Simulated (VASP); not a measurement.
# HfN (I4mm) in VASP: further runs

HfN is run at these levels: LDA; tasks: single point.

All numbers are computed with VASP 6.6.1; they aren't measurements. Logs are shortened: lines on timing, memory, paths and dates and some standing lists are left out, and cuts for length are marked.

## (1) The cell of the first run

Symmetry: I4mm, No. 107, tetragonal system. The conventional cell has a = 3.190 Å, b = 3.190 Å, c = 4.512 Å, α = 90.00°, β = 90.00°, γ = 90.00°. Within 2.6 Å of Hf (site symmetry 4mm) lie 6 N at 1.99 to 2.53 Å. N (site symmetry 4mm) has 6 Hf at 1.99 to 2.53 Å within 2.6 Å.

## (2) Single point, LDA

INCAR

```
PREC     = Accurate       # precision mode
ENCUT    = 520            # plane-wave cutoff, eV
EDIFF    = 1E-6           # SCF threshold, eV
ISMEAR   = -5             # smearing method
SIGMA    = 0.1            # smearing width, eV
LREAL    = F              # projectors in reciprocal space
LASPH    = T              # aspherical terms in the spheres
NELM     = 60             # most SCF steps
ALGO     = Normal         # electronic algorithm
ISIF     = 2              # what is computed and relaxed
LWAVE    = F              # write WAVECAR
LCHARG   = F              # write CHGCAR
ISYM     = 0            
NBANDS   = 14             # bands
```

KPOINTS

```
Automatic mesh
0
Gamma
  9 9 9
```

POSCAR

```
HfN
1.0
    0.0000000000      2.2560000000      2.2560000000
    2.2560000000      0.0000000000      2.2560000000
    2.2560000000      2.2560000000      0.0000000000
Hf N
1 1
Direct
   -0.0300000000     -0.0300000000      0.0300000000
    0.5300000000      0.5300000000      0.4700000000
```

Potentials or basis: VASP PAW LDA potentials, release 64 (Hf_pv, N).

Launch:

```sh
> cat potpaw_LDA.64/Hf_pv/POTCAR potpaw_LDA.64/N/POTCAR > POTCAR
> mpirun -np 1 vasp_std > vasp.out
```

OUTCAR:

```text
PREC = Accurate
   ENCUT = 520
   EDIFF = 1E-6
   ISMEAR = -5
   LREAL = F
   LASPH = T
   NELM = 60
   ISIF = 2
   ISYM = 0

 ion  position               nearest neighbor table
   1  0.970  0.970  0.030-   2 1.99   2 2.27   2 2.27   2 2.27   2 2.27   2 2.53
   2  0.530  0.530  0.470-   1 1.99   1 2.27   1 2.27   1 2.27   1 2.27   1 2.53

IMPORTANT INFORMATION: All symmetrisations will be switched off!
NOSYMM: (Re-)initialisation of all symmetry stuff for point group C_1.

----------------------------------------------------------------------------------------

                                     Primitive cell

  volume of cell :      22.9640

  direct lattice vectors                    reciprocal lattice vectors
     0.000000000  2.256000000  2.256000000    -0.221631206  0.221631206  0.221631206
     2.256000000  0.000000000  2.256000000     0.221631206 -0.221631206  0.221631206
     2.256000000  2.256000000  0.000000000     0.221631206  0.221631206 -0.221631206

  length of vectors
     3.190465797  3.190465797  3.190465797     0.383876509  0.383876509  0.383876509

  position of ions in fractional coordinates (direct lattice)
     0.970000000  0.970000000  0.030000000
     0.530000000  0.530000000  0.470000000

  ion indices of the primitive-cell ions
   primitive index   ion index
                 1           1
                 2           2

----------------------------------------------------------------------------------------

 KPOINTS: Automatic mesh

Automatic generation of k-mesh.
 Grid dimensions read from file:
 generate k-points for:    9    9    9

 Generating k-lattice:

  Cartesian coordinates                     Fractional coordinates (reciprocal lattice)
    -0.024625690  0.024625690  0.024625690     0.111111111  0.000000000  0.000000000
     0.024625690 -0.024625690  0.024625690     0.000000000  0.111111111  0.000000000
     0.024625690  0.024625690 -0.024625690     0.000000000  0.000000000  0.111111111

  Length of vectors
     0.042652945  0.042652945  0.042652945

  Shift w.r.t. Gamma in fractional coordinates (k-lattice)
     0.000000000  0.000000000  0.000000000

 TETIRR: Found   2184 inequivalent tetrahedra from     4374

 Subroutine IBZKPT returns following result:
 ===========================================

 Found    365 irreducible k-points:

 Following reciprocal coordinates:
            Coordinates               Weight
  0.000000  0.000000  0.000000      1.000000
  0.111111  0.000000  0.000000      2.000000
  0.000000  0.111111  0.000000      2.000000
  0.000000  0.000000  0.111111      2.000000
  0.111111  0.111111  0.111111      2.000000
  0.222222  0.000000  0.000000      2.000000
[... 16 lines left out ...]
  0.111111  0.000000  0.222222      2.000000
  0.111111  0.111111 -0.111111      2.000000
 [... further k-points ...]
   k-points           NKPTS =    365   k-points in BZ     NKDIM =    365   number of bands    NBANDS=     14
   number of dos      NEDOS =    301   number of ions     NIONS =      2
   total plane-waves  NPLWV =  13824
   dimension x,y,z NGX =    24 NGY =   24 NGZ =   24
   dimension x,y,z NGXF=    48 NGYF=   48 NGZF=   48
   ions per type =               1   1
   NGX,Y,Z   is equivalent  to a cutoff of  12.51, 12.51, 12.51 a.u.
   NGXF,Y,Z  is equivalent  to a cutoff of  25.01, 25.01, 25.01 a.u.
 SYSTEM =  unknown system
   PREC   = accura    normal or accurate (medium, high low for compatibility)
   ISTART =      0    job   : 0-new  1-cont  2-samecut
   ICHARG =      2    charge: 1-file 2-atom 10-const
   ISPIN  =      1    spin polarized calculation?
   LNONCOLLINEAR =      F non collinear calculations
   LSORBIT =      F    spin-orbit coupling
   LASPH  =      T    aspherical Exc in radial PAW
   ENCUT  =  520.0 eV  38.22 Ry    6.18 a.u.   5.93  5.93  5.93*2*pi/ulx,y,z
   NELM   =     60;   NELMIN=  2; NELMDL= -5     # of ELM steps
   EDIFF  = 0.1E-05   stopping-criterion for ELM
   LREAL  =      F    real-space projection
   EDIFFG = 0.1E-04   stopping-criterion for IOM
   NSW    =      0    number of steps for IOM
   IBRION =     -1    ionic relax: 0-MD 1-quasi-New 2-CG
   NFREE  =      0    steps in history (QN), initial steepest desc. (CG)
   ISIF   =      2    stress and relaxation
   ISYM   =      0    0-nonsym 1-usesym 2-fastsym
   POTIM  = 0.5000    time-step for ionic-motion
   TEBEG  =    0.0;   TEEND  =   0.0 temperature during run
   PSTRESS=    0.0 pullay stress
   NELECT =      15.0000    total number of electrons
   NUPDOWN=      -1.0000    fix difference up-down
   EMIN   =  10.00;   EMAX   =-10.00  energy-range for DOS
   EFERMI =   0.00;   METHOD = LEGACY
   ISMEAR =    -5;   SIGMA  =   0.10  broadening in eV -4-tet -1-fermi 0-gaus
   EFERMI_NEDOS =   21; number of points for ismear=-14 and -15
   IALGO  =     38    algorithm
   IMIX   =      4    mixing-type and parameters
     AMIX     =   0.40;   BMIX     =  1.00
     AMIX_MAG =   1.60;   BMIX_MAG =  1.00
  volume/ion in A,a.u.               =      11.48        77.48
  Fermi-wavevector in a.u.,A,eV,Ry     =   1.420440  2.684242 27.451783  2.017649
  Thomas-Fermi vector in A             =   2.541355
   LORBIT       =      0    0 simple, 1 ext, 2 COOP (PROOUT), +10 PAW based schemes
   GGA     = CA    functional components
   LHFCALC =     F    Hartree Fock is set to
   AEXX    =    0.0000 exact exchange contribution
   IVDW    =     0    specifies the selected vdW correction
   LEPSILON=     F    determine dielectric tensor
   LRPA    =     F    only Hartree local field effects (RPA)
 non-spin polarized calculation
 Fermi weights with tetrahedron method with Bloechl corrections
  energy-cutoff  :      520.00
  volume of cell :       22.96
 maximum number of plane-waves:       628
   NGX = 11   NGY = 11   NGZ = 11

 number of electron      15.0000001 magnetization

 Free energy of the ion-electron system (eV)
  ---------------------------------------------------
  ext. energy  EPLUGINS =         0.00000000
  ---------------------------------------------------
  free energy    TOTEN  =       -23.40954860 eV

  energy without entropy =      -23.40954860  energy(sigma->0) =      -23.40954860

 E-fermi :   8.1732     XC(G=0): -12.9719

 val. band max:        8.2750786976   @ k =   0.0000   0.2222   0.0000
 cond. band min:       8.1090226955   @ k =   0.2222   0.1111  -0.2222
 fundamental gap:     -0.1660560021
 Fermi energy:         8.1731570665

 k-point     1 :       0.0000    0.0000    0.0000
  band No.  band energies     occupation
      1     -22.7116      2.00000
      2     -22.5864      2.00000
      3     -22.5864      2.00000
      4      -9.0228      2.00000
      5       4.3502      2.00000
      6       4.3502      2.00000
      7       4.4266      2.00000
      8       7.9203      2.00000
      9       8.9500      0.00000
     10       8.9500      0.00000
     11      10.0642      0.00000
     12      10.2211      0.00000
     13      11.5898      0.00000
     14      17.7135      0.00000

 k-point     2 :       0.1111    0.0000    0.0000
  band No.  band energies     occupation
      1     -22.7954      2.00000
      2     -22.6445      2.00000
      3     -22.5981      2.00000
      4      -8.7366      2.00000
      5       3.3227      2.00000
      6       4.0200      2.00000
      7       4.4486      2.00000
      8       7.9433      1.99544
      9       8.7609      0.00000
     10       8.7813      0.00000
     11      10.9456      0.00000
     12      11.3666      0.00000
     13      12.4819      0.00000
     14      18.6580      0.00000

 k-point     3 :       0.0000    0.1111    0.0000
  band No.  band energies     occupation
      1     -22.7954      2.00000
      2     -22.6445      2.00000
      3     -22.5981      2.00000
      4      -8.7366      2.00000
      5       3.3227      2.00000
      6       4.0200      2.00000
      7       4.4486      2.00000
      8       7.9433      1.99544
      9       8.7609      0.00000
     10       8.7813      0.00000
     11      10.9456      0.00000
     12      11.3666      0.00000
     13      12.4819      0.00000
     14      18.6580      0.00000

 k-point     4 :       0.0000    0.0000    0.1111
  band No.  band energies     occupation
      1     -22.7954      2.00000
      2     -22.6445      2.00000
      3     -22.5981      2.00000
      4      -8.7366      2.00000
      5       3.3227      2.00000
      6       4.0200      2.00000
      7       4.4486      2.00000
      8       7.9433      1.99544
      9       8.7609      0.00000
     10       8.7813      0.00000
     11      10.9456      0.00000
     12      11.3666      0.00000
     13      12.4819      0.00000
     14      18.6580      0.00000

 k-point     5 :       0.1111    0.1111    0.1111
  band No.  band energies     occupation
      1     -22.7954      2.00000
      2     -22.6445      2.00000
      3     -22.5981      2.00000
      4      -8.7366      2.00000
      5       3.3227      2.00000
      6       4.0200      2.00000
      7       4.4486      2.00000
      8       7.9433      1.99544
      9       8.7609      0.00000
     10       8.7813      0.00000
     11      10.9456      0.00000
[... 276 lines left out ...]
 k-point    22 :       0.0000    0.2222    0.1111
  band No.  band energies     occupation
      1     -22.9799      2.00000
      2     -22.7469      2.00000
      3     -22.6532      2.00000
      4      -8.1424      2.00000
      5       2.0023      2.00000
      6       3.3699      2.00000
      7       4.2001      2.00000
      8       7.5798      2.09223
      9       9.1883      0.00000
     10       9.9805      0.00000
     11      11.5641      0.00000
     12      12.6222      0.00000
     13      14.7940      0.00000
     14      19.7266      0.00000

 k-point    23 :       0.1111    0.0000    0.2222
  band No.  band energies     occupation
      1     -22.9799      2.00000
      2     -22.7469      2.00000
      3     -22.6532      2.00000
      4      -8.1424      2.00000
      5       2.0023      2.00000
      6       3.3699      2.00000
      7       4.2001      2.00000
      8       7.5798      2.09223
      9       9.1883      0.00000
     10       9.9805      0.00000
     11      11.5641      0.00000
     12      12.6222      0.00000
     13      14.7940      0.00000
     14      19.7266      0.00000

 k-point    24 :       0.1111    0.1111   -0.1111
  band No.  band energies     occupation
      1     -23.0459      2.00000
      2     -22.6759      2.00000
      3     -22.6678      2.00000
      4      -8.0955      2.00000
      5       1.9388      2.00000
      6       3.6937      2.00000
      7       3.8287      2.00000
      8       7.2552      2.19480
      9       9.9720      0.00000
     10      10.0707      0.00000
     11      11.7067      0.00000
     12      11.8172      0.00000
     13      15.1250      0.00000
     14      19.7262      0.00000

 [... further k-points ...]

------------------------ aborting loop because EDIFF is reached ----------------------------------------

  FORCE on cell =-STRESS in cart. coord.  units (eV):
  Direction    XX          YY          ZZ          XY          YZ          ZX
  --------------------------------------------------------------------------------------
  -------------------------------------------------------------------------------------
  Total       -1.2782784     -1.2782801      2.9151218      0.0000016      0.0000019      0.0000018
  in kB      -89.1843714    -89.1844873    203.3855093      0.0001133      0.0001348      0.0001274
  external PRESSURE =       8.3388835 kB  Pullay stress =       0.0000000 kB

 VOLUME and BASIS-vectors are now :
 -----------------------------------------------------------------------------
  energy-cutoff  :      520.00
  volume of cell :       22.96
      direct lattice vectors                 reciprocal lattice vectors
     0.000000000  2.256000000  2.256000000    -0.221631206  0.221631206  0.221631206
     2.256000000  0.000000000  2.256000000     0.221631206 -0.221631206  0.221631206
     2.256000000  2.256000000  0.000000000     0.221631206  0.221631206 -0.221631206

 POSITION                                       TOTAL-FORCE (eV/Angst)
 -----------------------------------------------------------------------------------
      2.25600      2.25600      4.37664        -0.000000     -0.000000      3.474787
      2.25600      2.25600      2.39136         0.000000      0.000000     -3.474787
 -----------------------------------------------------------------------------------
    total drift:                               -0.000000      0.000001     -0.000172

  FREE ENERGIE OF THE ION-ELECTRON SYSTEM (eV)
  ---------------------------------------------------
  free  energy   TOTEN  =       -23.4095486006 eV

  energy  without entropy=      -23.4095486006  energy(sigma->0) =      -23.40954860
```

Wall time 3.6 min (1 thread of AMD EPYC 7R13, shared host); peak memory 0.21 GiB.

Results:

```yaml
Free_energy: -23.4095 eV
Pressure: 0.8 GPa
Largest_force: 3.475 eV/Å
```

Forces on the atoms (eV/Å):
```
Hf   0.000  0.000  3.475
N    0.000  0.000 -3.475
```

Caveat: spin-orbit coupling is left out, which moves the levels of the heavy elements; forces of over 1 eV/Å act on the atoms, so gaps and moduli don't describe the material at rest; tetrahedron occupations give inexact forces and stress in metals.

## (3) Single point, LDA (shortest bond scaled by 1.1)

INCAR

```
ALGO = Normal ; EDIFF = 1E-7
ENCUT = 520 ; ISIF = 2
ISMEAR = -1 ; LASPH = T
LCHARG = F ; LREAL = F
LWAVE = F ; NBANDS = 14
NELM = 60 ; PREC = Accurate
SIGMA = 0.03
```

KPOINTS

```
k-points
0
Gamma
  9 9 9
```

POSCAR

```
HfN
1.0
    0.0000000000      2.2560000000      2.2560000000
    2.2560000000      0.0000000000      2.2560000000
    2.2560000000      2.2560000000      0.0000000000
Hf N
1 1
Direct
    0.0250000000      0.0250000000     -0.0250000000
    0.4750000000      0.4750000000      0.5250000000
```

Potentials or basis: VASP PAW LDA potentials, release 64 (Hf_pv, N).

Launch:

```sh
> cat potpaw_LDA.64/Hf_pv/POTCAR potpaw_LDA.64/N/POTCAR > POTCAR
> mpirun -np 1 vasp_std > vasp.out
```

Wall time 16 s (1 thread of AMD EPYC 7R13 (Zen 3), shared host); peak memory 0.11 GiB.

The run converged. Its results:

```yaml
Free_energy: -23.5563 eV
Pressure: -2.5 GPa
Largest_force: 2.821 eV/Å
```

Forces in eV/Å, atoms in the order of the input:
```
Hf   0.000  0.000 -2.821
N    0.000  0.000  2.821
```

Stress tensor (GPa, compression positive):
```
-9.45  0.00  0.00
 0.00 -9.45  0.00
 0.00  0.00 11.43
```

Levels at points of the mesh, in eV from the Fermi level:
```tsv
k point	band 5	band 6	band 7	band 8	band 9	band 10	band 11	band 12
(0.00, 0.00, 0.00)	-3.54	-3.54	-3.49	-0.22	0.54	0.54	2.00	2.08
```

Caveat: the cell differs from its parent crystal (shortest bond scaled by 1.1); spin-orbit coupling is left out, which moves the levels of the heavy elements; forces of over 1 eV/Å act on the atoms, so gaps and moduli don't describe the material at rest.

## (4) Single point, LDA (shortest bond scaled by 0.88)

INCAR

```
SYSTEM = HfN
PREC = Accurate ; ENCUT = 520
EDIFF = 1E-6 ; ISMEAR = -1
SIGMA = 0.03 ; LREAL = .FALSE.
LASPH = .TRUE. ; NELM = 100
ALGO = Normal ; ISIF = 2
LWAVE = .FALSE. ; LCHARG = .FALSE.
GGA = CA ; NBANDS = 14
```

KPOINTS

```
regular mesh
0
G
  9 9 9
  0 0 0
```

POSCAR

```
HfN
1.0
    0.0000000000      2.2560000000      2.2560000000
    2.2560000000      0.0000000000      2.2560000000
    2.2560000000      2.2560000000      0.0000000000
Hf N
1 1
Direct
   -0.0300000000     -0.0300000000      0.0300000000
    0.5300000000      0.5300000000      0.4700000000
```

Launch:

```sh
> cat potpaw_LDA.64/Hf_pv/POTCAR potpaw_LDA.64/N/POTCAR > POTCAR
> mpirun -np 1 vasp_std > vasp.out
```

It took 17 s on 1 thread of AMD EPYC 7R13 (Zen 3), shared host; peak memory 0.12 GiB.

Results (log left out):

```yaml
Free_energy: -23.4160 eV
Pressure: 0.7 GPa
Largest_force: 3.422 eV/Å
```

Forces in eV/Å, atoms in the order of the input:
```
Hf   0.000  0.000  3.422
N    0.000  0.000 -3.422
```

Stress tensor (GPa, compression positive):
```
-8.58  0.00  0.00
 0.00 -8.58  0.00
 0.00  0.00 19.37
```

Levels at points of the mesh, in eV from the Fermi level:
```csv
k point,band 5,band 6,band 7,band 8,band 9,band 10,band 11,band 12
"(0.00, 0.00, 0.00)",-3.80,-3.80,-3.72,-0.22,0.80,0.80,1.92,2.08
```

Caveat: the cell differs from its parent crystal (shortest bond scaled by 0.88); spin-orbit coupling is left out, which moves the levels of the heavy elements; forces of over 1 eV/Å act on the atoms, so gaps and moduli don't describe the material at rest.

(Part 1 of 2 ends here.)
